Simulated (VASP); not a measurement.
The system is PbS (Galena).

```
CELL_PARAMETERS angstrom
0.00000 2.97057 2.97057
2.97057 0.00000 2.97057
2.97057 2.97057 0.00000
ATOMIC_POSITIONS crystal
Pb 0.00000 0.00000 0.00000
S 0.50000 0.50000 0.50000
```

Base run:

* Program: VASP 6.6.1
* Functional: PBE
* Potentials or basis: VASP PAW PBE potentials, release 64 (Pb_d, S)
* Cutoff: 520 eV
* k mesh: 6 × 6 × 6
* Occupations: gaussian, width 0.01 eV
* Spin: no spin polarisation

Its results: band gap on the k mesh 0.38 eV, direct; pressure 1.8 GPa.

Q: The run is repeated on the same cell with these changes: functional from PBE to r2SCAN. What comes out?

A: Band gap on the k mesh 0.64 eV, direct; pressure 1.0 GPa.

r2SCAN gives the wider gap, since meta-GGAs in the generalised Kohn-Sham scheme recover part of the derivative discontinuity.

Caveats: spin-orbit coupling is left out, which moves the levels of the heavy elements; the PAW data sets were made with another functional, which shifts forces and pressure a little (some runs).

A k mesh can miss the band edges.
